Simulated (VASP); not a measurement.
# AlN (P6_3mc) in VASP: notebook

Runs on AlN. Level: PBE. Tasks: single point, relaxation of cell and atoms.

The COD entry that gives the cell may itself be a prediction, so a difference from it is no test against experiment.

All numbers are computed with VASP 6.6.1; they aren't measurements. Logs are shortened: lines on timing, memory, paths and dates and some standing lists are left out, and cuts for length are marked.

## 1. The cell of the first run

Symmetry: P6_3mc, No. 186, hexagonal system. The conventional cell has a = 3.118 Å, b = 3.118 Å, c = 15.198 Å, α = 90.00°, β = 90.00°, γ = 120.00°. Within 2.5 Å of Al (site symmetry 3m) lie 4 N at 1.90 to 1.91 Å. Within 2.5 Å of Al (site symmetry 3m) lie 4 N at 1.91 Å. Al (site symmetry 3m) has 4 N at 1.90 to 1.91 Å within 2.5 Å. Within 2.5 Å of N (site symmetry 3m) lie 4 Al at 1.90 Å. N (site symmetry 3m) has 4 Al at 1.91 Å within 2.5 Å. Within 2.5 Å of N (site symmetry 3m) lie 4 Al at 1.91 Å.

## 2. Single point, PBE

INCAR reads:

```
SYSTEM = AlN
ALGO     = Normal         ! electronic algorithm
EDIFF    = 1E-6           ! SCF threshold, eV
ENCUT    = 520            ! plane-wave cutoff, eV
GGA      = PE             ! functional
ISIF     = 2              ! what is computed and relaxed
ISMEAR   = 0              ! smearing method
LASPH    = .TRUE.         ! aspherical terms in the spheres
LCHARG   = .FALSE.        ! write CHGCAR
LREAL    = .FALSE.        ! projectors in reciprocal space
LWAVE    = .FALSE.        ! write WAVECAR
NBANDS   = 36             ! bands
NELM     = 100            ! most SCF steps
PREC     = Accurate       ! precision mode
SIGMA    = 0.02           ! smearing width, eV
```

KPOINTS reads:

```
k-points
0
G
  12 12 2
  0 0 0
```

POSCAR reads:

```
AlN
1.0
    3.1181789178      0.0000000000      0.0000000000
   -1.5590894589      2.7004221564      0.0000000000
    0.0000000000      0.0000000000     15.1983566648
Al N
6 6
Direct
    0.0000000000      0.0000000000      0.1876376584
    0.0000000000      0.0000000000      0.6876376584
    0.3333333333      0.6666666667      0.5205503794
    0.6666666667      0.3333333333      0.0205503794
    0.3333333333      0.6666666667      0.8533970521
    0.6666666667      0.3333333333      0.3533970521
    0.0000000000      0.0000000000      0.3127859872
    0.0000000000      0.0000000000      0.8127859872
    0.3333333333      0.6666666667      0.9792564787
    0.6666666667      0.3333333333      0.4792564787
    0.3333333333      0.6666666667      0.6463724441
    0.6666666667      0.3333333333      0.1463724441
```

Potentials or basis: VASP PAW PBE potentials, release 64 (Al, N).

Run with:

```console
$ cat potpaw_PBE.64/Al/POTCAR potpaw_PBE.64/N/POTCAR > POTCAR
$ mpirun -np 1 vasp_std > vasp.out
```

OUTCAR:

```text
SYSTEM = AlN
   EDIFF = 1E-6
   ENCUT = 520
   GGA = PE
   ISIF = 2
   ISMEAR = 0
   LASPH = .TRUE.
   LREAL = .FALSE.
   NELM = 100
   PREC = Accurate

 ion  position               nearest neighbor table
   1  0.000  0.000  0.188-   7 1.90  12 1.91  12 1.91  12 1.91   6 3.10   6 3.10   6 3.10   4 3.11
                             4 3.11   4 3.11
   2  0.000  0.000  0.688-   8 1.90  11 1.91  11 1.91  11 1.91   5 3.10   5 3.10   5 3.10   3 3.11
                             3 3.11   3 3.11
   3  0.333  0.667  0.521-  10 1.91  10 1.91  10 1.91  11 1.91   2 3.11   2 3.11   2 3.11   6 3.11
                             6 3.11   6 3.11
   4  0.667  0.333  0.021-   9 1.91   9 1.91   9 1.91  12 1.91   1 3.11   1 3.11   1 3.11   5 3.11
                             5 3.11   5 3.11
   5  0.333  0.667  0.853-   8 1.90   8 1.90   8 1.90   9 1.91   2 3.10   2 3.10   2 3.10   4 3.11
                             4 3.11   4 3.11
   6  0.667  0.333  0.353-   7 1.90   7 1.90   7 1.90  10 1.91   1 3.10   1 3.10   1 3.10   3 3.11
                             3 3.11   3 3.11
   7  0.000  0.000  0.313-   1 1.90   6 1.90   6 1.90   6 1.90
   8  0.000  0.000  0.813-   2 1.90   5 1.90   5 1.90   5 1.90
   9  0.333  0.667  0.979-   4 1.91   4 1.91   4 1.91   5 1.91
  10  0.667  0.333  0.479-   3 1.91   3 1.91   3 1.91   6 1.91
  11  0.333  0.667  0.646-   2 1.91   2 1.91   2 1.91   3 1.91
  12  0.667  0.333  0.146-   1 1.91   1 1.91   1 1.91   4 1.91

  LATTYP: Found a hexagonal cell.
 ALAT       =     3.1181789178
 C/A-ratio  =     4.8741130851

  Lattice vectors:

 A1 = (   3.1181789178,   0.0000000000,   0.0000000000)
 A2 = (  -1.5590894589,   2.7004221564,   0.0000000000)
 A3 = (   0.0000000000,   0.0000000000,  15.1983566648)

Analysis of symmetry for initial positions (statically):
=====================================================================
 Subroutine PRICEL returns:
 Original cell was already a primitive cell.

 Routine SETGRP: Setting up the symmetry group for a
 hexagonal supercell.

 Subroutine GETGRP returns: Found 12 space group operations
 (whereof  6 operations were pure point group operations)
 out of a pool of 24 trial point group operations.

The static configuration has the point symmetry C_3v.
 The point group associated with its full space group is C_6v.

Analysis of symmetry for dynamics (positions and initial velocities):
=====================================================================
 Subroutine PRICEL returns:
 Original cell was already a primitive cell.

 Routine SETGRP: Setting up the symmetry group for a
 hexagonal supercell.

[... 133 lines left out ...]
   POTIM  = 0.5000    time-step for ionic-motion
   TEBEG  =    0.0;   TEEND  =   0.0 temperature during run
   PSTRESS=    0.0 pullay stress
   NELECT =      48.0000    total number of electrons
   NUPDOWN=      -1.0000    fix difference up-down
   EMIN   =  10.00;   EMAX   =-10.00  energy-range for DOS
   EFERMI =   0.00;   METHOD = LEGACY
   ISMEAR =     0;   SIGMA  =   0.02  broadening in eV -4-tet -1-fermi 0-gaus
   EFERMI_NEDOS =   21; number of points for ismear=-14 and -15
   IALGO  =     38    algorithm
   IMIX   =      4    mixing-type and parameters
     AMIX     =   0.40;   BMIX     =  1.00
     AMIX_MAG =   1.60;   BMIX_MAG =  1.00
  volume/ion in A,a.u.               =      10.66        71.97
  Fermi-wavevector in a.u.,A,eV,Ry     =   1.180625  2.231059 18.964840  1.393876
  Thomas-Fermi vector in A             =   2.316914
   LORBIT       =      0    0 simple, 1 ext, 2 COOP (PROOUT), +10 PAW based schemes
   GGA     = PE    functional components
   LHFCALC =     F    Hartree Fock is set to
   AEXX    =    0.0000 exact exchange contribution
   IVDW    =     0    specifies the selected vdW correction
   LEPSILON=     F    determine dielectric tensor
   LRPA    =     F    only Hartree local field effects (RPA)
 non-spin polarized calculation
 Gauss-broadening in eV      SIGMA  =   0.02
  energy-cutoff  :      520.00
  volume of cell :      127.98
 maximum number of plane-waves:      3470
 NGX is ok and might be reduce to    24
   NGX = 11   NGY = 11   NGZ = 57

 number of electron      47.9999995 magnetization

 Free energy of the ion-electron system (eV)
  ---------------------------------------------------
  ext. energy  EPLUGINS =         0.00000000
  ---------------------------------------------------
  free energy    TOTEN  =       -89.16476552 eV

  energy without entropy =      -89.16476552  energy(sigma->0) =      -89.16476552

 E-fermi :   5.9148     XC(G=0): -10.8283

 val. band max:        5.8070965669   @ k =   0.0000   0.0000   0.0000
 cond. band min:       9.6036904578   @ k =   0.5000   0.0000   0.0000
 fundamental gap:      3.7965938908
 Fermi energy:         5.9147871574

 k-point     1 :       0.0000    0.0000    0.0000
  band No.  band energies     occupation
      1      -9.1015      2.00000
      2      -8.7424      2.00000
      3      -8.6765      2.00000
      4      -7.7583      2.00000
      5      -7.7241      2.00000
      6      -7.0929      2.00000
[... 925 lines left out ...]
     35      16.1319      0.00000
     36      16.1319      0.00000

 [... further k-points ...]
[... 5 lines left out ...]
  --------------------------------------------------------------------------------------
  -------------------------------------------------------------------------------------
  Total       -0.2477656     -0.2477656     -0.2335912      0.0000000      0.0000000     -0.0000000
  in kB       -3.1018606     -3.1018606     -2.9244061      0.0000000      0.0000000     -0.0000000
  external PRESSURE =      -3.0427091 kB  Pullay stress =       0.0000000 kB

 VOLUME and BASIS-vectors are now :
 -----------------------------------------------------------------------------
  energy-cutoff  :      520.00
  volume of cell :      127.98
      direct lattice vectors                 reciprocal lattice vectors
     3.118178918  0.000000000  0.000000000     0.320700007  0.185156235  0.000000000
    -1.559089459  2.700422156  0.000000000     0.000000000  0.370312470  0.000000000
     0.000000000  0.000000000 15.198356665     0.000000000  0.000000000  0.065796587

 POSITION                                       TOTAL-FORCE (eV/Angst)
 -----------------------------------------------------------------------------------
      0.00000      0.00000      2.85178         0.000000      0.000000     -0.000357
      0.00000      0.00000     10.45096        -0.000000      0.000000     -0.000357
     -0.00000      1.80028      7.91151         0.000000      0.000000      0.000980
      1.55909      0.90014      0.31233        -0.000000     -0.000000      0.000980
     -0.00000      1.80028     12.97023        -0.000000      0.000000      0.001363
      1.55909      0.90014      5.37105        -0.000000      0.000000      0.001363
      0.00000      0.00000      4.75383        -0.000000     -0.000000     -0.000159
      0.00000      0.00000     12.35301        -0.000000      0.000000     -0.000159
     -0.00000      1.80028     14.88309         0.000000      0.000000     -0.000389
      1.55909      0.90014      7.28391        -0.000000     -0.000000     -0.000389
     -0.00000      1.80028      9.82380        -0.000000      0.000000     -0.001438
      1.55909      0.90014      2.22462         0.000000     -0.000000     -0.001438
 -----------------------------------------------------------------------------------
    total drift:                               -0.000000     -0.000000      0.001255

  FREE ENERGIE OF THE ION-ELECTRON SYSTEM (eV)
  ---------------------------------------------------
  free  energy   TOTEN  =       -89.1647655192 eV

  energy  without entropy=      -89.1647655192  energy(sigma->0) =      -89.16476552
```

It took 64 s on 1 thread of Intel Xeon 6975P-C (Granite Rapids), shared host; peak memory 0.31 GiB.

Results:

* Free energy: -89.1648 eV
* Pressure: -0.3 GPa
* Band gap on the k mesh: 3.80 eV, indirect (least direct gap 4.00 eV)

Levels at points of the mesh, in eV from the valence-band top:
```tsv
k point	band 20	band 21	band 22	band 23	band 24	band 25	band 26	band 27	band 28	band 29
(0.00, 0.00, 0.00)	-0.18	-0.18	-0.06	-0.06	0.00	4.00	5.37	5.51	6.64	6.90
(0.50, 0.00, 0.00)	-1.23	-0.93	-0.90	-0.77	-0.54	3.80	4.24	5.53	5.69	7.30
(0.00, 0.00, 0.50)	-0.33	-0.09	-0.09	-0.09	-0.09	4.49	4.49	6.27	6.27	6.95
(0.50, 0.00, 0.50)	-1.25	-0.87	-0.87	-0.64	-0.64	3.97	3.97	5.71	5.71	7.18
```

A k mesh can miss the band edges. As with any semilocal functional, this PBE gap is likely too small.

(Part 1 of 2 ends here.)
